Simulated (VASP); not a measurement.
Write the native input for VASP 6.6.1 that does the following.

| Property | Result |
| --- | --- |
| Task | single point |
| Functional | PBE |
| Potentials or basis | VASP PAW PBE potentials, release 64 (Cd, Se) |
| Cutoff | 520 eV |
| k mesh | 12 × 12 × 4 |
| Occupations | gaussian, width 0.05 eV |
| Spin | no spin polarisation |
| Dipole correction | no |
| Further INCAR settings | ALGO = Normal; EDIFF = 1e-06; NBANDS = 26 |

The structure of CdSe lies in POSCAR:

```
CdSe
1.0
    4.0450432894      0.0000000000      0.0000000000
   -2.0225216447      3.5031102480      0.0000000000
    0.0000000000      0.0000000000      7.9218671398
Cd Se
2 2
Direct
    0.6666666667      0.3333333333      0.0000000000
    0.3333333333      0.6666666667      0.5000000000
    0.6666666667      0.3333333333      0.3750000000
    0.3333333333      0.6666666667      0.8750000000
```

This cell differs from its parent crystal: ratio of the length along z to the lengths across it x 1.2, volume and fractional coordinates fixed.

These files were run (other wordings do the same):

INCAR

```
PREC     = Accurate       # precision mode
ENCUT    = 520            # plane-wave cutoff, eV
EDIFF    = 1E-6           # SCF threshold, eV
ISMEAR   = 0              # smearing method
SIGMA    = 0.05           # smearing width, eV
LREAL    = False          # projectors in reciprocal space
LASPH    = True           # aspherical terms in the spheres
NELM     = 100            # most SCF steps
ALGO     = Normal         # electronic algorithm
ISIF     = 2              # what is computed and relaxed
LWAVE    = False          # write WAVECAR
LCHARG   = False          # write CHGCAR
GGA      = PE             # functional
NBANDS   = 26             # bands
```

KPOINTS

```
regular mesh
0
Gamma
  12 12 4
```

Potentials or basis: VASP PAW PBE potentials, release 64 (Cd, Se).

The run is started by

```console
$ cat potpaw_PBE.64/Cd/POTCAR potpaw_PBE.64/Se/POTCAR > POTCAR
$ mpirun -np 1 vasp_std > vasp.out
```

It gave:

- Pressure: 5.9 GPa
- Largest force: 0.888 eV/Å
- Band gap on the k mesh: 0.35 eV

Caveat: the stress differs along the axes, from -3 to 10 GPa; semilocal functionals underestimate gaps, and a narrow one can read as zero.

Run time: 4.1 min on 1 thread of Intel Xeon 8259CL, on a shared host, peak memory 0.31 GiB.
